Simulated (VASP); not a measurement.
# AlCo (R3m) in VASP: single point with PBEsol

Aim: the single point of AlCo with PBEsol.

Everything below comes from runs of VASP 6.6.1. Logs are shortened: lines on timing, memory, paths and dates and some standing lists are left out, and cuts for length are marked.

## 1. The cell of the first run

It takes space group R3m (No. 160, trigonal). The conventional cell has a = 7.983 Å, b = 7.983 Å, c = 4.889 Å, α = 90.00°, β = 90.00°, γ = 120.00°. Within 3.1 Å of Al (site symmetry 3m) lie 8 Co at 2.38 to 2.50 Å and 6 Al at 2.79 to 2.86 Å. Al (site symmetry m) has 8 Co at 2.44 Å and 6 Al at 2.79 to 2.86 Å within 3.2 Å. Within 3.1 Å of Co (site symmetry 3m) lie 8 Al at 2.38 to 2.50 Å and 6 Co at 2.82 Å. Co (site symmetry m) has 8 Al at 2.43 to 2.47 Å and 6 Co at 2.82 Å within 3.2 Å.

## 2. Single point, PBEsol (atom 1 (Al) moved -0.060 Å towards its neighbour atom 5 (Co) at 2.444 Å)

INCAR

```
SYSTEM = AlCo
PREC = Accurate ; ENCUT = 520
EDIFF = 1E-7 ; ISMEAR = 0
SIGMA = 0.15 ; LREAL = .False.
LASPH = .True. ; NELM = 60
ALGO = Fast ; ISIF = 2
LWAVE = .False. ; LCHARG = .False.
GGA = PS ; NBANDS = 34
```

KPOINTS

```
Automatic mesh
0
Gamma
  16 16 16
  0 0 0
```

POSCAR

```
AlCo
1.0
   -2.8225855357      2.8225855357      2.8225855357
    2.8225855357     -2.8225855357      2.8225855357
    2.8225855357      2.8225855357     -2.8225855357
Al Co
4 4
Direct
    0.0122727959      0.5000000000      0.5000000000
    0.5000000000      0.0000000000      0.5000000000
    0.5000000000      0.5000000000      0.0000000000
    0.0000000000      0.0000000000      0.0000000000
    0.5000000000      0.5000000000      0.5000000000
    0.0000000000      0.0000000000      0.5000000000
    0.0000000000      0.5000000000      0.0000000000
    0.5000000000      0.0000000000      0.0000000000
```

Potentials or basis: VASP PAW PBE potentials, release 64 (Al, Co).

On the command line:

```sh
> cat potpaw_PBE.64/Al/POTCAR potpaw_PBE.64/Co/POTCAR > POTCAR
> mpirun -np 1 vasp_std > vasp.out
```

OUTCAR:

```text
SYSTEM = AlCo
   PREC = Accurate
   ENCUT = 520
   EDIFF = 1E-7
   ISMEAR = 0
   LREAL = .False.
   LASPH = .True.
   NELM = 60
   ISIF = 2
   GGA = PS

 ion  position               nearest neighbor table
   1  0.012  0.500  0.500-   5 2.38   8 2.43   7 2.43   6 2.43   7 2.47   6 2.47   8 2.47   5 2.50
                             2 2.79   3 2.79   4 2.79   3 2.86   2 2.86   4 2.86
   2  0.500  0.000  0.500-   5 2.44   6 2.44   7 2.44   8 2.44   8 2.44   5 2.44   6 2.44   7 2.44
                             1 2.79   3 2.82   4 2.82   4 2.82   3 2.82   1 2.86
   3  0.500  0.500  0.000-   5 2.44   6 2.44   7 2.44   8 2.44   5 2.44   8 2.44   7 2.44   6 2.44
                             1 2.79   2 2.82   4 2.82   4 2.82   2 2.82   1 2.86
   4  0.000  0.000  0.000-   5 2.44   6 2.44   7 2.44   8 2.44   6 2.44   7 2.44   8 2.44   5 2.44
                             1 2.79   2 2.82   2 2.82   3 2.82   3 2.82   1 2.86
   5  0.500  0.500  0.500-   1 2.38   2 2.44   3 2.44   4 2.44   3 2.44   2 2.44   4 2.44   1 2.50
                             6 2.82   7 2.82   8 2.82   7 2.82   6 2.82   8 2.82
   6  0.000  0.000  0.500-   1 2.43   2 2.44   3 2.44   4 2.44   4 2.44   2 2.44   3 2.44   1 2.47
                             7 2.82   7 2.82   8 2.82   8 2.82   5 2.82   5 2.82
   7  0.000  0.500  0.000-   1 2.43   2 2.44   3 2.44   4 2.44   4 2.44   3 2.44   2 2.44   1 2.47
                             6 2.82   6 2.82   8 2.82   5 2.82   8 2.82   5 2.82
   8  0.500  0.000  0.000-   1 2.43   3 2.44   4 2.44   2 2.44   3 2.44   2 2.44   4 2.44   1 2.47
                             6 2.82   7 2.82   5 2.82   5 2.82   6 2.82   7 2.82

  LATTYP: Found a body centered cubic cell.
 ALAT       =     5.6451710714

  Lattice vectors:

 A1 = (  -2.8225855357,   2.8225855357,   2.8225855357)
 A2 = (   2.8225855357,  -2.8225855357,   2.8225855357)
 A3 = (   2.8225855357,   2.8225855357,  -2.8225855357)

Analysis of symmetry for initial positions (statically):
=====================================================================
 Subroutine PRICEL returns:
 Original cell was already a primitive cell.

 Routine SETGRP: Setting up the symmetry group for a
 body centered cubic supercell.

 Subroutine GETGRP returns: Found  6 space group operations
 (whereof  2 operations were pure point group operations)
 out of a pool of 48 trial point group operations.

The static configuration has the point symmetry C_1h.
 The point group associated with its full space group is C_3v.

Analysis of symmetry for dynamics (positions and initial velocities):
=====================================================================
[... 132 lines left out ...]
   TEBEG  =    0.0;   TEEND  =   0.0 temperature during run
   PSTRESS=    0.0 pullay stress
   NELECT =      48.0000    total number of electrons
   NUPDOWN=      -1.0000    fix difference up-down
   EMIN   =  10.00;   EMAX   =-10.00  energy-range for DOS
   EFERMI =   0.00;   METHOD = LEGACY
   ISMEAR =     0;   SIGMA  =   0.15  broadening in eV -4-tet -1-fermi 0-gaus
   EFERMI_NEDOS =   21; number of points for ismear=-14 and -15
   IALGO  =     68    algorithm
   IMIX   =      4    mixing-type and parameters
     AMIX     =   0.40;   BMIX     =  1.00
     AMIX_MAG =   1.60;   BMIX_MAG =  1.00
  volume/ion in A,a.u.               =      11.24        75.88
  Fermi-wavevector in a.u.,A,eV,Ry     =   1.327868  2.509306 23.990236  1.763233
  Thomas-Fermi vector in A             =   2.457148
   LORBIT       =      0    0 simple, 1 ext, 2 COOP (PROOUT), +10 PAW based schemes
   GGA     = PS    functional components
   LHFCALC =     F    Hartree Fock is set to
   AEXX    =    0.0000 exact exchange contribution
   IVDW    =     0    specifies the selected vdW correction
   LEPSILON=     F    determine dielectric tensor
   LRPA    =     F    only Hartree local field effects (RPA)
 non-spin polarized calculation
 RMM-DIIS sequential band-by-band and
 Gauss-broadening in eV      SIGMA  =   0.15
  energy-cutoff  :      520.00
  volume of cell :       89.95
 maximum number of plane-waves:      2491
   NGX = 19   NGY = 19   NGZ = 19

 number of electron      47.9999958 magnetization

 Free energy of the ion-electron system (eV)
  ---------------------------------------------------
  ext. energy  EPLUGINS =         0.00000000
  ---------------------------------------------------
  free energy    TOTEN  =       -52.32424065 eV

  energy without entropy =      -52.28818837  energy(sigma->0) =      -52.30621451

 E-fermi :  10.8213     XC(G=0): -12.5266

 val. band max:       10.8210568760   @ k =   0.1250  -0.4375   0.4375
 cond. band min:      10.8222369079   @ k =  -0.4375   0.4375   0.1250
 fundamental gap:      0.0011800318
 Fermi energy:        10.8212940651

 k-point     1 :       0.0000    0.0000    0.0000
  band No.  band energies     occupation
      1      -0.4275      2.00000
      2       5.4690      2.00000
      3       5.4690      2.00000
      4       5.4722      2.00000
      5       7.6271      2.00000
      6       7.6321      2.00000
[... 877 lines left out ...]
     33      15.1346      0.00000
     34      15.5961      0.00000

 [... further k-points ...]

------------------------ aborting loop because EDIFF is reached ----------------------------------------

  FORCE on cell =-STRESS in cart. coord.  units (eV):
  Direction    XX          YY          ZZ          XY          YZ          ZX
  --------------------------------------------------------------------------------------
  -------------------------------------------------------------------------------------
  Total        0.1160393      0.1160393      0.1160393     -0.0262957      0.0262957     -0.0262957
  in kB        2.0668762      2.0668762      2.0668762     -0.4683749      0.4683749     -0.4683749
  external PRESSURE =       2.0668762 kB  Pullay stress =       0.0000000 kB

 VOLUME and BASIS-vectors are now :
 -----------------------------------------------------------------------------
  energy-cutoff  :      520.00
  volume of cell :       89.95
      direct lattice vectors                 reciprocal lattice vectors
    -2.822585536  2.822585536  2.822585536     0.000000000  0.177142550  0.177142550
     2.822585536 -2.822585536  2.822585536     0.177142550  0.000000000  0.177142550
     2.822585536  2.822585536 -2.822585536     0.177142550  0.177142550  0.000000000

 POSITION                                       TOTAL-FORCE (eV/Angst)
 -----------------------------------------------------------------------------------
      2.78794      0.03464      0.03464         0.366221     -0.366221     -0.366221
      0.00000      2.82259      0.00000        -0.002462      0.002462      0.084892
      0.00000      0.00000      2.82259        -0.002462      0.084892      0.002462
      0.00000      0.00000      0.00000        -0.084892      0.002462      0.002462
      1.41129      1.41129      1.41129        -0.203816      0.203816      0.203816
      1.41129      1.41129     -1.41129        -0.068388      0.068388     -0.064188
      1.41129     -1.41129      1.41129        -0.068388     -0.064188      0.068388
     -1.41129      1.41129      1.41129         0.064188      0.068388      0.068388
 -----------------------------------------------------------------------------------
    total drift:                                0.000002     -0.000002     -0.000003

  FREE ENERGIE OF THE ION-ELECTRON SYSTEM (eV)
  ---------------------------------------------------
  free  energy   TOTEN  =       -52.3242406474 eV

  energy  without entropy=      -52.2881883677  energy(sigma->0) =      -52.30621451
```

It took 54 min on 1 thread of Oxide Virtual Turin-like, shared host; peak memory 0.94 GiB.

What came out:

```yaml
Free_energy: -52.3242 eV
Pressure: 0.2 GPa
Largest_force: 0.634 eV/Å
Band_gap_on_the_k_mesh: zero (bands 24 and 25 overlap by 0.51 eV)
```

Forces in eV/Å, atoms in the order of the input:
```
Al   0.366 -0.366 -0.366
Al  -0.002  0.002  0.085
Al  -0.002  0.085  0.002
Al  -0.085  0.002  0.002
Co  -0.204  0.204  0.204
Co  -0.068  0.068 -0.064
Co  -0.068 -0.064  0.068
Co   0.064  0.068  0.068
```

Caveat: the cell differs from its parent crystal (atom 1 (Al) moved -0.060 Å towards its neighbour atom 5 (Co) at 2.444 Å); the PAW data sets were made with another functional, which shifts forces and pressure a little; the run has no spin polarisation, though such a crystal can be magnetic. Spin polarisation is off, so any magnetic state and its effect on volume and gap are missing.
